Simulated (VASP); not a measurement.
# Rb2SbF6 (P-3m1) in VASP: single point with PBE

Aim: the single point of Rb2SbF6 with PBE.

Everything below comes from runs of VASP 6.6.1. Logs are shortened: lines on timing, memory, paths and dates and some standing lists are left out, and cuts for length are marked.

## (1) The cell of the first run

The structure is trigonal, space group P-3m1 (No. 164). Conventional cell: a = 6.284 Å, b = 6.284 Å, c = 4.997 Å, α = 90.00°, β = 90.00°, γ = 120.00°. Within 4.0 Å of Rb (site symmetry 3m) lie 12 F at 3.04 to 3.23 Å and 3 Sb at 3.92 Å. F (site symmetry m) has 1 Sb at 2.07 Å within 2.7 Å. Sb (site symmetry -3m) has 6 F at 2.07 Å within 2.7 Å.

## (2) Single point, PBE

The input, INCAR:

```
PREC = Accurate ; ENCUT = 520
EDIFF = 1E-6 ; ISMEAR = -1
SIGMA = 0.0677 ; LREAL = False
LASPH = True ; NELM = 80
ALGO = Normal ; ISIF = 2
LWAVE = False ; LCHARG = True
GGA = PE ; LELF = True
LVHAR = True ; NBANDS = 42
```

The input, KPOINTS:

```
Automatic mesh
0
Gamma
  5 5 6
```

The input, POSCAR:

```
Rb2SbF6
1.0
    6.2840657602     -0.0000003094      0.0000000000
   -3.1420326121      5.4421607421      0.0000000000
    0.0000000000      0.0000000000      4.9966238939
Rb F Sb
2 6 1
Direct
    0.3333333333      0.6666666667      0.7007360822
    0.6666666667      0.3333333333      0.2992639178
    0.1595674326      0.8404325674      0.2242618345
    0.1595674326      0.3191348652      0.2242618345
    0.6808651348      0.8404325674      0.2242618345
    0.8404325674      0.1595674326      0.7757381655
    0.3191348652      0.1595674326      0.7757381655
    0.8404325674      0.6808651348      0.7757381655
    0.0000000000      0.0000000000      0.0000000000
```

Potentials or basis: VASP PAW PBE potentials, release 64 (Rb_sv, F, Sb).

Launch:

```sh
$ cat potpaw_PBE.64/Rb_sv/POTCAR potpaw_PBE.64/F/POTCAR potpaw_PBE.64/Sb/POTCAR > POTCAR
$ mpirun -np 1 vasp_std > vasp.out
```

OUTCAR:

```text
PREC = Accurate
   ENCUT = 520
   EDIFF = 1E-6
   ISMEAR = -1
   LREAL = False
   LASPH = True
   NELM = 80
   ISIF = 2
   GGA = PE

 ion  position               nearest neighbor table
   1  0.333  0.667  0.701-   3 3.04   4 3.04   5 3.04   7 3.17   8 3.17   6 3.17   6 3.17   7 3.17
                             8 3.17   3 3.23   4 3.23   5 3.23   9 3.92   9 3.92   9 3.92   2 4.15
   2  0.667  0.333  0.299-   6 3.04   8 3.04   7 3.04   5 3.17   4 3.17   3 3.17   3 3.17   5 3.17
                             4 3.17   6 3.23   8 3.23   7 3.23   9 3.92   9 3.92   9 3.92   1 4.15
   3  0.160  0.840  0.224-   9 2.07   1 3.04   2 3.17   2 3.17   1 3.23
   4  0.160  0.319  0.224-   9 2.07   1 3.04   2 3.17   2 3.17   1 3.23
   5  0.681  0.840  0.224-   9 2.07   1 3.04   2 3.17   2 3.17   1 3.23
   6  0.840  0.160  0.776-   9 2.07   2 3.04   1 3.17   1 3.17   2 3.23
   7  0.319  0.160  0.776-   9 2.07   2 3.04   1 3.17   1 3.17   2 3.23
   8  0.840  0.681  0.776-   9 2.07   2 3.04   1 3.17   1 3.17   2 3.23
   9  0.000  0.000  0.000-   3 2.07   6 2.07   4 2.07   8 2.07   7 2.07   5 2.07   1 3.92   2 3.92
                             1 3.92   2 3.92   2 3.92   1 3.92

  LATTYP: Found a hexagonal cell.
 ALAT       =     6.2840657602
 C/A-ratio  =     0.7951259717

  Lattice vectors:

 A1 = (   6.2840657602,  -0.0000003094,   0.0000000000)
 A2 = (  -3.1420326121,   5.4421607421,   0.0000000000)
 A3 = (   0.0000000000,   0.0000000000,   4.9966238939)

Analysis of symmetry for initial positions (statically):
=====================================================================
 Subroutine PRICEL returns:
 Original cell was already a primitive cell.

 Routine SETGRP: Setting up the symmetry group for a
 hexagonal supercell.

 Subroutine GETGRP returns: Found 12 space group operations
 (whereof 12 operations were pure point group operations)
 out of a pool of 24 trial point group operations.

The static configuration has the point symmetry D_3d.

Analysis of symmetry for dynamics (positions and initial velocities):
=====================================================================
 Subroutine PRICEL returns:
 Original cell was already a primitive cell.

 Routine SETGRP: Setting up the symmetry group for a
 hexagonal supercell.

 Subroutine GETGRP returns: Found 12 space group operations
 (whereof 12 operations were pure point group operations)
 out of a pool of 24 trial point group operations.

The dynamic configuration has the point symmetry D_3d.

 Subroutine INISYM returns: Found 12 space group operations
 (whereof 12 operations are pure point group operations),
 and found     1 'primitive' translations

----------------------------------------------------------------------------------------

                                     Primitive cell

  volume of cell :     170.8790

  direct lattice vectors                    reciprocal lattice vectors
     6.284065760 -0.000000309  0.000000000     0.159132649  0.091875267  0.000000000
    -3.142032612  5.442160742  0.000000000     0.000000009  0.183750550  0.000000000
     0.000000000  0.000000000  4.996623894     0.000000000  0.000000000  0.200135135

  length of vectors
     6.284065760  6.284065760  4.996623894     0.183750550  0.183750550  0.200135135

  position of ions in fractional coordinates (direct lattice)
     0.333333333  0.666666667  0.700736082
     0.666666667  0.333333333  0.299263918
     0.159567433  0.840432567  0.224261834
     0.159567433  0.319134865  0.224261834
     0.680865135  0.840432567  0.224261834
     0.840432567  0.159567433  0.775738166
     0.319134865  0.159567433  0.775738166
     0.840432567  0.680865135  0.775738166
     0.000000000  0.000000000  0.000000000

  ion indices of the primitive-cell ions
   primitive index   ion index
                 1           1
                 2           2
                 3           3
                 4           4
                 5           5
                 6           6
                 7           7
                 8           8
                 9           9

----------------------------------------------------------------------------------------

 KPOINTS: Automatic mesh

Automatic generation of k-mesh.
 Grid dimensions read from file:
 generate k-points for:    5    5    6

 Generating k-lattice:

  Cartesian coordinates                     Fractional coordinates (reciprocal lattice)
     0.031826530  0.018375053  0.000000000     0.200000000  0.000000000  0.000000000
     0.000000002  0.036750110  0.000000000     0.000000000  0.200000000  0.000000000
     0.000000000  0.000000000  0.033355856     0.000000000  0.000000000  0.166666667

  Length of vectors
     0.036750110  0.036750110  0.033355856

  Shift w.r.t. Gamma in fractional coordinates (k-lattice)
     0.000000000  0.000000000  0.000000000

 Subroutine IBZKPT returns following result:
 ===========================================

 Found     24 irreducible k-points:

 Following reciprocal coordinates:
            Coordinates               Weight
  0.000000  0.000000  0.000000      1.000000
  0.200000  0.000000  0.000000      6.000000
  0.400000 -0.000000  0.000000      6.000000
  0.200000  0.200000  0.000000      6.000000
  0.400000  0.200000  0.000000      6.000000
  0.000000  0.000000  0.166667      2.000000
[... 16 lines left out ...]
  0.200000  0.200000  0.500000      6.000000
  0.400000  0.200000  0.500000      6.000000
   k-points           NKPTS =     24   k-points in BZ     NKDIM =     24   number of bands    NBANDS=     42
   number of dos      NEDOS =    301   number of ions     NIONS =      9
   total plane-waves  NPLWV =  92160
   dimension x,y,z NGX =    48 NGY =   48 NGZ =   40
   dimension x,y,z NGXF=    96 NGYF=   96 NGZF=   80
   ions per type =               2   6   1
   NGX,Y,Z   is equivalent  to a cutoff of  12.70, 12.70, 13.31 a.u.
   NGXF,Y,Z  is equivalent  to a cutoff of  25.40, 25.40, 26.62 a.u.
 SYSTEM =  unknown system
   PREC   = accura    normal or accurate (medium, high low for compatibility)
   ISTART =      0    job   : 0-new  1-cont  2-samecut
   ICHARG =      2    charge: 1-file 2-atom 10-const
   ISPIN  =      1    spin polarized calculation?
   LNONCOLLINEAR =      F non collinear calculations
   LSORBIT =      F    spin-orbit coupling
   LASPH  =      T    aspherical Exc in radial PAW
   ENCUT  =  520.0 eV  38.22 Ry    6.18 a.u.  11.68 11.68  9.29*2*pi/ulx,y,z
   NELM   =     80;   NELMIN=  2; NELMDL= -5     # of ELM steps
   EDIFF  = 0.1E-05   stopping-criterion for ELM
   LREAL  =      F    real-space projection
   EDIFFG = 0.1E-04   stopping-criterion for IOM
   NSW    =      0    number of steps for IOM
   IBRION =     -1    ionic relax: 0-MD 1-quasi-New 2-CG
   NFREE  =      0    steps in history (QN), initial steepest desc. (CG)
   ISIF   =      2    stress and relaxation
   ISYM   =      2    0-nonsym 1-usesym 2-fastsym
   POTIM  = 0.5000    time-step for ionic-motion
   TEBEG  =    0.0;   TEEND  =   0.0 temperature during run
   PSTRESS=    0.0 pullay stress
   NELECT =      65.0000    total number of electrons
   NUPDOWN=      -1.0000    fix difference up-down
   EMIN   =  10.00;   EMAX   =-10.00  energy-range for DOS
   EFERMI =   0.00;   METHOD = LEGACY
   ISMEAR =    -1;   SIGMA  =   0.07  broadening in eV -4-tet -1-fermi 0-gaus
   EFERMI_NEDOS =   21; number of points for ismear=-14 and -15
   IALGO  =     38    algorithm
   IMIX   =      4    mixing-type and parameters
     AMIX     =   0.40;   BMIX     =  1.00
     AMIX_MAG =   1.60;   BMIX_MAG =  1.00
  volume/ion in A,a.u.               =      18.99       128.13
  Fermi-wavevector in a.u.,A,eV,Ry     =   1.186178  2.241551 19.143631  1.407017
  Thomas-Fermi vector in A             =   2.322356
   LORBIT       =      0    0 simple, 1 ext, 2 COOP (PROOUT), +10 PAW based schemes
   GGA     = PE    functional components
[... 5 lines left out ...]
 non-spin polarized calculation
  energy-cutoff  :      520.00
  volume of cell :      170.88
 maximum number of plane-waves:      4632
 NGX is ok and might be reduce to    48
   NGX = 23   NGY = 23   NGZ = 19

 number of electron      65.0000014 magnetization

 Free energy of the ion-electron system (eV)
  ---------------------------------------------------
  ext. energy  EPLUGINS =         0.00000000
  ---------------------------------------------------
  free energy    TOTEN  =       -39.91659089 eV

  energy without entropy =      -39.84865557  energy(sigma->0) =      -39.88262323

 E-fermi :   1.1415     XC(G=0):  -8.4356

 val. band max:        1.1181068469   @ k =   0.2000   0.0000   0.5000
 cond. band min:       1.1460603949   @ k =   0.0000   0.4000   0.1667
 fundamental gap:      0.0279535481
 Fermi energy:         1.1414925324

 k-point     1 :       0.0000    0.0000    0.0000
  band No.  band energies     occupation
      1     -24.8670      2.00000
      2     -24.8138      2.00000
      3     -22.5998      2.00000
      4     -22.1642      2.00000
      5     -22.1642      2.00000
      6     -22.0678      2.00000
[... 34 lines left out ...]
     41       8.8542      0.00000
     42       8.9959      0.00000

 k-point     2 :       0.2000    0.0000    0.0000
  band No.  band energies     occupation
      1     -24.8610      2.00000
      2     -24.8171      2.00000
      3     -22.6006      2.00000
      4     -22.1712      2.00000
      5     -22.1655      2.00000
      6     -22.0587      2.00000
[... 34 lines left out ...]
     41       8.8828      0.00000
     42       9.1552      0.00000

 k-point     3 :       0.4000   -0.0000    0.0000
  band No.  band energies     occupation
      1     -24.8481      2.00000
      2     -24.8254      2.00000
      3     -22.6017      2.00000
      4     -22.1827      2.00000
      5     -22.1673      2.00000
      6     -22.0407      2.00000
[... 897 lines left out ...]
      4     -22.1618      2.00000
      5     -22.1447      2.00000
      6     -22.1001      2.00000
[... 34 lines left out ...]
     41       8.7796      0.00000
     42       9.1028      0.00000

 k-point    24 :       0.4000    0.2000    0.5000
  band No.  band energies     occupation
      1     -24.8321      2.00000
      2     -24.8272      2.00000
      3     -22.5484      2.00000
      4     -22.1689      2.00000
      5     -22.1490      2.00000
      6     -22.0942      2.00000
[... 34 lines left out ...]
     41       8.9303      0.00000
     42       9.0698      0.00000

------------------------ aborting loop because EDIFF is reached ----------------------------------------

  FORCE on cell =-STRESS in cart. coord.  units (eV):
  Direction    XX          YY          ZZ          XY          YZ          ZX
  --------------------------------------------------------------------------------------
  -------------------------------------------------------------------------------------
  Total       -0.5140527     -0.5140527     -0.4801906     -0.0000000     -0.0000000      0.0000000
  in kB       -4.8198056     -4.8198056     -4.5023110     -0.0000000     -0.0000000      0.0000000
  external PRESSURE =      -4.7139741 kB  Pullay stress =       0.0000000 kB

 VOLUME and BASIS-vectors are now :
 -----------------------------------------------------------------------------
  energy-cutoff  :      520.00
  volume of cell :      170.88
      direct lattice vectors                 reciprocal lattice vectors
     6.284065760 -0.000000309  0.000000000     0.159132649  0.091875267  0.000000000
    -3.142032612  5.442160742  0.000000000     0.000000009  0.183750550  0.000000000
     0.000000000  0.000000000  4.996623894     0.000000000  0.000000000  0.200135135

 POSITION                                       TOTAL-FORCE (eV/Angst)
 -----------------------------------------------------------------------------------
      0.00000      3.62811      3.50131         0.000000      0.000000     -0.002180
      3.14203      1.81405      1.49531         0.000000     -0.000000      0.002180
     -1.63793      4.57377      1.12055        -0.050606      0.029217     -0.037298
      0.00000      1.73678      1.12055        -0.000000     -0.058434     -0.037298
      1.63793      4.57377      1.12055         0.050606      0.029217     -0.037298
      4.77997      0.86839      3.87607         0.050606     -0.029217      0.037298
      1.50410      0.86839      3.87607        -0.050606     -0.029217      0.037298
      3.14203      3.70538      3.87607         0.000000      0.058434      0.037298
      0.00000      0.00000      0.00000         0.000000      0.000000     -0.000000
 -----------------------------------------------------------------------------------
    total drift:                                0.000000      0.000000     -0.000000

  FREE ENERGIE OF THE ION-ELECTRON SYSTEM (eV)
  ---------------------------------------------------
  free  energy   TOTEN  =       -39.9165908926 eV

  energy  without entropy=      -39.8486555723  energy(sigma->0) =      -39.88262323
```

Wall time 7.5 min (1 thread of AMD EPYC 7R13, shared host); peak memory 0.35 GiB.

Results:

- Free energy: -39.9166 eV
- Pressure: -0.5 GPa
- Largest force: 0.069 eV/Å

Forces on the atoms (eV/Å):
```
Rb   0.000  0.000 -0.002
Rb   0.000  0.000  0.002
F   -0.051  0.029 -0.037
F    0.000 -0.058 -0.037
F    0.051  0.029 -0.037
F    0.051 -0.029  0.037
F   -0.051 -0.029  0.037
F    0.000  0.058  0.037
Sb   0.000  0.000  0.000
```

Levels at points of the mesh, in eV from the Fermi level:
```csv
k point,band 29,band 30,band 31,band 32,band 33,band 34,band 35,band 36,band 37,band 38
"(0.00, 0.00, 0.00)",-3.94,-3.80,-3.80,-3.76,-0.49,4.44,4.84,5.08,5.08,7.02
"(0.00, 0.00, 0.50)",-4.00,-3.87,-3.78,-3.78,-0.10,3.87,4.87,4.87,6.55,6.65
```

Caveat: spin-orbit coupling is left out, which moves the levels of the heavy elements; an odd number of electrons without spin polarisation forces a metal; a magnetic or distorted state may lie lower.
